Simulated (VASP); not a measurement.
KMo2, 6 atoms in the cell. It takes space group Pnnm (No. 58, orthorhombic). Conventional cell: a = 2.584 Å, b = 8.381 Å, c = 5.904 Å, α = 90.00°, β = 90.00°, γ = 90.00°. Within 3.5 Å of K (site symmetry 2/m) lie 2 K at 2.58 Å and 10 Mo at 3.01 to 3.47 Å. Mo (site symmetry m) has 3 Mo at 2.38 to 2.58 Å and 1 K at 3.01 Å within 3.1 Å. 

```yaml
Program: VASP 6.6.1
Task: single point
Functional: PBE
Potentials_or_basis: VASP PAW PBE potentials, release 64 (K_sv, Mo_sv)
Cutoff: 520 eV
k_mesh: 6 × 2 × 4
Occupations: gaussian, width 0.1 eV
Spin: no spin polarisation
Dipole_correction: no
Further_INCAR_settings: ALGO = Fast; EDIFF = 1e-07; NBANDS = 46
```

Potentials or basis: VASP PAW PBE potentials, release 64 (K_sv, Mo_sv).

Run with:

```console
$ cat potpaw_PBE.64/K_sv/POTCAR potpaw_PBE.64/Mo_sv/POTCAR > POTCAR
$ mpirun -np 1 vasp_std > vasp.out
```

Hardware: 1 thread of Oxide Virtual Turin-like Processor, on a shared host.

Question: How long does it take, and how much memory?

Answer: Run time: 8.2 min on 1 thread of Oxide Virtual Turin-like Processor, on a shared host, peak memory 0.26 GiB. Counts: scf iterations 24, k points 24.
